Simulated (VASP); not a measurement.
Here is a VASP 6.6.1 calculation.

The input INCAR:

```
SYSTEM = Ge
PREC = Accurate ; ENCUT = 520
EDIFF = 1E-6 ; ISMEAR = 0
SIGMA = 0.1 ; LREAL = .FALSE.
LASPH = .TRUE. ; NELM = 60
ALGO = Normal ; ISIF = 2
LWAVE = .FALSE. ; LCHARG = .FALSE.
GGA = PE ; NBANDS = 51
```

File KPOINTS:

```
regular mesh
0
G
  6 6 2
  0 0 0
```

The input POSCAR:

```
Ge
1.0
    4.0026215080      0.0000000000      0.0000000000
   -2.0013107540      3.4663719076      0.0000000000
    0.0000000000      0.0000000000     10.1382440227
Ge
6
Direct
    0.0000000000      0.0000000000      0.5000000000
    0.0000000000      0.0000000000      0.0000000000
    0.6666666667      0.3333333333      0.3742929653
    0.3333333333      0.6666666667      0.6257070347
    0.3333333333      0.6666666667      0.8742929653
    0.6666666667      0.3333333333      0.1257070347
```

Potentials or basis: VASP PAW PBE potentials, release 64 (Ge_d).

The run is started by

```bash
$ cat potpaw_PBE.64/Ge_d/POTCAR > POTCAR
$ mpirun -np 1 vasp_std > vasp.out
```

What does it give for the pressure?

0.1 GPa.

Estimate the band gap on the k mesh.

zero (bands 42 and 43 overlap by 1.10 eV).

Forces on the atoms (eV/Å):
```
Ge   0.000  0.000  0.000
Ge   0.000  0.000  0.000
Ge   0.000  0.000  0.002
Ge   0.000  0.000 -0.002
Ge   0.000  0.000  0.002
Ge   0.000  0.000 -0.002
```
